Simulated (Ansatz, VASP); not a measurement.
# One calculation of HfMoC2, two programs

Contents of INCAR:

```
ALGO     = Normal         # electronic algorithm
EDIFF    = 1E-7           # SCF threshold, eV
ENCUT    = 520            # plane-wave cutoff, eV
ISIF     = 2              # what is computed and relaxed
ISMEAR   = -1             # smearing method
LASPH    = True           # aspherical terms in the spheres
LCHARG   = False          # write CHGCAR
LREAL    = False          # projectors in reciprocal space
LWAVE    = False          # write WAVECAR
NBANDS   = 24             # bands
NELM     = 100            # most SCF steps
PREC     = Accurate       # precision mode
SIGMA    = 0.05           # smearing width, eV
```

File KPOINTS:

```
k-points
0
Gamma
  5 5 4
```

Contents of POSCAR:

```
HfMoC2
1.0
    3.1914230000      0.0000000000      0.0000000000
    0.0000000000      3.1914230000      0.0000000000
    0.0000000000      0.0000000000      4.4851640000
Hf Mo C
1 1 2
Direct
    0.0000000000      0.0000000000      0.0000000000
    0.5000000000      0.5000000000      0.5000000000
    0.5000000000      0.5000000000      0.0000000000
    0.0000000000      0.0000000000      0.5000000000
```

Contents of input.yaml:

```yaml
crystal:
  lattice:
    - [3.191423, 0.0, 0.0]
    - [0.0, 3.191423, 0.0]
    - [0.0, 0.0, 4.485164]
  atoms:
    - { symbol: Hf, position: [0.0, 0.0, 0.0] }
    - { symbol: Mo, position: [0.5, 0.5, 0.5] }
    - { symbol: C, position: [0.5, 0.5, 0.0] }
    - { symbol: C, position: [0.0, 0.0, 0.5] }
hamiltonian:
  xc: lda
  pseudopotentials: { kind: paw }
kpoints:
  mp_grid: { grid: [5, 5, 4] }
  band_path:
    path:
      - [[0.0, 0.0, 0.0], [0.0, 0.5, 0.0], [0.5, 0.5, 0.0], [0.0, 0.0, 0.0], [0.0, 0.0, 0.5], [0.0, 0.5, 0.5], [0.5, 0.5, 0.5], [0.0, 0.0, 0.5]]
      - [[0.0, 0.5, 0.0], [0.0, 0.5, 0.5]]
      - [[0.5, 0.5, 0.0], [0.5, 0.5, 0.5]]
    npoints: 14
scf:
  occupations: { method: fermi_dirac, width: 0.05 }
  n_extra_bands: 10
output:
  forces: true
  stress: true
  eigenvalues: true
  fatbands: true
```

Alike in both runs: functional LDA; k mesh 5 × 5 × 4; occupations fermi-dirac, width 0.05 eV; no spin polarisation.

|  | VASP | Ansatz |
| --- | --- | --- |
| version | VASP 6.6.1 | Ansatz 0.2.0 |
| potentials or method | VASP PAW LDA potentials, release 64 (Hf_pv, Mo_sv, C) | Ansatz PAW |
| plane-wave cutoff (eV) | 520 | 420 |
| valence electrons in the cell | 32 | 48 |
| task | single point | band structure |

Ansatz gave:

```
gap on the k mesh at the Fermi level (eV)                     : none
pressure (GPa)                                                : -14.0
traceless stress, the component that is largest in VASP (GPa) : 4.11
```

Q: Estimate VASP's values.

A: gap on the k mesh at the Fermi level (eV): none; pressure (GPa): -13.2; traceless stress, the component that is largest in VASP (GPa): 4.18.

LDA's correlation is that of Perdew and Zunger in VASP and of Perdew and Wang (1992) in Ansatz. A gap of «none» marks a metal or a gap that the smearing closes. VASP's potentials hold 32 valence electrons a cell and Ansatz's 48, so a difference there can come from the potentials and not from the codes.

The k mesh is coarse, so the values compare programs but aren't converged. Neither program's run includes spin-orbit coupling.
